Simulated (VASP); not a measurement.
# BN (R3m) in VASP: a series of runs, part 2 of 2

VASP 6.6.1. Earlier steps stand in the parts before.

## (5) Single point, PBE+D3(BJ) (strain +0.080 along x and y, +0.080 along z)

Input file INCAR:

```
SYSTEM = BN
PREC = Accurate
ENCUT = 520
EDIFF = 1E-6
ISMEAR = 0
SIGMA = 0.05
LREAL = .False.
LASPH = .True.
NELM = 100
ALGO = Normal
ISIF = 2
LWAVE = .False.
LCHARG = .False.
GGA = PE
IVDW = 12
NBANDS = 11
```

Input file KPOINTS:

```
regular mesh
0
Gamma
  12 12 12
  0 0 0
```

Input file POSCAR:

```
BN
1.0
    1.3512115259      0.7801223382      3.6427691556
   -1.3512115259      0.7801223382      3.6427691556
    0.0000000000     -1.5602446764      3.6427691556
B N
1 1
Direct
    0.9996712000      0.9996712000      0.9996712000
    0.3327618000      0.3327618000      0.3327618000
```

Potentials or basis: VASP PAW PBE potentials, release 64 (B, N).

The run is started by

```console
$ cat potpaw_PBE.64/B/POTCAR potpaw_PBE.64/N/POTCAR > POTCAR
$ mpirun -np 1 vasp_std > vasp.out
```

OUTCAR:

```text
SYSTEM = BN
   PREC = Accurate
   ENCUT = 520
   EDIFF = 1E-6
   ISMEAR = 0
   LREAL = .False.
   LASPH = .True.
   NELM = 100
   ISIF = 2
   GGA = PE
   IVDW = 12
 IVDW          = 12

 ion  position               nearest neighbor table
   1  1.000  1.000  1.000-   2 1.56   2 1.56   2 1.56
   2  0.333  0.333  0.333-   1 1.56   1 1.56   1 1.56

  LATTYP: Found a trigonal (rhomboedric) cell.
 ALAT       =     3.9628437480
 COS(alpha) =     0.7674786796

  Lattice vectors:

 A1 = (   1.3512115259,   0.7801223382,   3.6427691556)
 A2 = (  -1.3512115259,   0.7801223382,   3.6427691556)
 A3 = (   0.0000000000,  -1.5602446764,   3.6427691556)

Analysis of symmetry for initial positions (statically):
=====================================================================
 Subroutine PRICEL returns:
 Original cell was already a primitive cell.

 Routine SETGRP: Setting up the symmetry group for a
 trigonal (rhombohedral) supercell.

 Subroutine GETGRP returns: Found  6 space group operations
 (whereof  6 operations were pure point group operations)
 out of a pool of 12 trial point group operations.

The static configuration has the point symmetry C_3v.

Analysis of symmetry for dynamics (positions and initial velocities):
=====================================================================
 Subroutine PRICEL returns:
 Original cell was already a primitive cell.

 Routine SETGRP: Setting up the symmetry group for a
 trigonal (rhombohedral) supercell.

 Subroutine GETGRP returns: Found  6 space group operations
 (whereof  6 operations were pure point group operations)
 out of a pool of 12 trial point group operations.

The dynamic configuration has the point symmetry C_3v.

 Subroutine INISYM returns: Found  6 space group operations
 (whereof  6 operations are pure point group operations),
 and found     1 'primitive' translations

----------------------------------------------------------------------------------------

                                     Primitive cell

  volume of cell :      23.0393

  direct lattice vectors                    reciprocal lattice vectors
[... 117 lines left out ...]
   LRPA    =     F    only Hartree local field effects (RPA)
 non-spin polarized calculation
 Gauss-broadening in eV      SIGMA  =   0.05
  energy-cutoff  :      520.00
  volume of cell :       23.04
 maximum number of plane-waves:       632
 NGX is ok and might be reduce to    30
   NGX = 15   NGY = 15   NGZ = 15

 number of electron       7.9999999 magnetization

 Free energy of the ion-electron system (eV)
  ---------------------------------------------------
  ext. energy  EPLUGINS =         0.00000000
  ---------------------------------------------------
  free energy    TOTEN  =       -17.02919494 eV

  energy without entropy =      -17.02919494  energy(sigma->0) =      -17.02919494

 E-fermi :   1.0081     XC(G=0):  -9.0375

 val. band max:        0.6989504864   @ k =  -0.3333   0.3333   0.0000
 cond. band min:       4.6360599468   @ k =   0.5000   0.5000  -0.0000
 fundamental gap:      3.9371094605
 Fermi energy:         1.0081344813

 k-point     1 :       0.0000    0.0000    0.0000
  band No.  band energies     occupation
      1     -15.7395      2.00000
      2      -2.7019      2.00000
      3      -0.8137      2.00000
      4      -0.8137      2.00000
      5       5.2691      0.00000
      6      10.5319      0.00000
      7      10.5319      0.00000
      8      11.2126      0.00000
      9      11.5689      0.00000
     10      23.0113      0.00000
     11      24.8650      0.00000
[... 309 lines left out ...]
 k-point    24 :      -0.4167    0.1667    0.0000
  band No.  band energies     occupation
      1     -13.0606      2.00000
      2      -7.0238      2.00000
      3      -4.2640      2.00000
      4       0.4318      2.00000
      5       5.1938      0.00000
      6      10.0373      0.00000
      7      12.6384      0.00000
      8      13.7665      0.00000
      9      16.2531      0.00000
     10      17.8097      0.00000
     11      19.9915      0.00000

 [... further k-points ...]

------------------------ aborting loop because EDIFF is reached ----------------------------------------

 Edisp (eV)   -0.21637

 E8    (eV) :    -0.0628

  FORCE on cell =-STRESS in cart. coord.  units (eV):
  Direction    XX          YY          ZZ          XY          YZ          ZX
  --------------------------------------------------------------------------------------
  -------------------------------------------------------------------------------------
  Total      -7.57580    -7.57580    -0.17342     0.00000     0.00000     0.00000
  in kB    -526.82983  -526.82983   -12.06004     0.00000     0.00000     0.00000
  external pressure =     -355.24 kB  Pullay stress =        0.00 kB

 VOLUME and BASIS-vectors are now :
 -----------------------------------------------------------------------------
  energy-cutoff  :      520.00
  volume of cell :       23.04
      direct lattice vectors                 reciprocal lattice vectors
     1.351211526  0.780122338  3.642769156     0.370038288  0.213641705  0.091505478
    -1.351211526  0.780122338  3.642769156    -0.370038288  0.213641705  0.091505478
     0.000000000 -1.560244676  3.642769156     0.000000000 -0.427283411  0.091505478

 POSITION                                       TOTAL-FORCE (eV/Angst)
 -----------------------------------------------------------------------------------
      0.00000      0.00000     10.92471         0.000000     -0.000000     -0.014672
      0.00000      0.00000      3.63652         0.000000      0.000000      0.014672
 -----------------------------------------------------------------------------------
    total drift:                                0.000000     -0.000000     -0.000099

  FREE ENERGIE OF THE ION-ELECTRON SYSTEM (eV)
  ---------------------------------------------------
  free  energy   TOTEN  =       -17.2455676782 eV

  energy  without entropy=      -17.2455676782  energy(sigma->0) =      -17.24556768
```

OSZICAR:

```text
N       E                     dE             d eps       ncg     rms          rms(c)
DAV:   1     0.135606539606E+02    0.13561E+02   -0.42894E+03  4198   0.661E+02
DAV:   2    -0.172599734239E+02   -0.30821E+02   -0.29490E+02  4999   0.146E+02
DAV:   3    -0.182539051186E+02   -0.99393E+00   -0.99182E+00  5095   0.248E+01
DAV:   4    -0.182576877683E+02   -0.37826E-02   -0.37825E-02  4624   0.172E+00
DAV:   5    -0.182577070225E+02   -0.19254E-04   -0.19254E-04  5093   0.109E-01    0.678E+00
DAV:   6    -0.171105536096E+02    0.11472E+01   -0.55798E+00  4802   0.120E+01    0.301E+00
DAV:   7    -0.170533237866E+02    0.57230E-01   -0.12968E-01  4974   0.293E+00    0.191E+00
DAV:   8    -0.170288734896E+02    0.24450E-01   -0.81970E-02  5097   0.173E+00    0.211E-01
DAV:   9    -0.170287170705E+02    0.15642E-03   -0.36338E-03  4593   0.398E-01    0.105E-01
DAV:  10    -0.170291697093E+02   -0.45264E-03   -0.60947E-04  4674   0.177E-01    0.187E-02
DAV:  11    -0.170291915739E+02   -0.21865E-04   -0.42418E-05  5022   0.425E-02    0.175E-02
DAV:  12    -0.170291948138E+02   -0.32399E-05   -0.10132E-05  4590   0.201E-02    0.153E-03
DAV:  13    -0.170291949437E+02   -0.12989E-06   -0.24110E-07  3895   0.456E-03
   1 F= -.17245568E+02 E0= -.17245568E+02  d E =-.905387E-20
```

Wall time 73 s (1 thread of Intel Xeon Platinum 8259CL at 2.50GHz (Skylake/Cascade Lake), shared host); peak memory 0.2 GiB.

Results:

| Item | Value |
| --- | --- |
| Free energy | -17.2456 eV |
| Pressure | -35.5 GPa |
| Largest force | 0.015 eV/Å |
| Band gap on the k mesh | 3.94 eV, indirect (least direct gap 4.10 eV) |
| Dispersion energy per atom | -0.108 eV |

Forces in eV/Å, atoms in the order of the input:
```
B    0.000  0.000 -0.015
N    0.000  0.000  0.015
```

Caveat: the cell differs from its parent crystal (strain +0.080 along x and y, +0.080 along z). A k mesh can miss the band edges.

## (6) The runs side by side

```csv
cell,gap on the mesh (eV),pressure (GPa),largest force (eV/Å)
"a = 3.716 Å, angles 42.6°, 2 atoms",3.79,-38.1,0.02
"a = 3.940 Å, angles 38.6°, 2 atoms",4.18,-21.1,0.02
"a = 3.839 Å, angles 41.2°, 2 atoms",3.88,-36.8,-
"a = 3.963 Å, angles 39.9°, 2 atoms",3.94,-35.5,0.01
```

Alike in all rows: task single point; level PBE+D3(BJ); potentials or basis VASP PAW PBE potentials, release 64 (B, N); no spin polarisation; k mesh 12 × 12 × 12; cutoff (eV) 520; smearing gaussian 0.05 eV.

Total energies depend on the potentials used, so only differences within one code and one set of settings carry meaning.
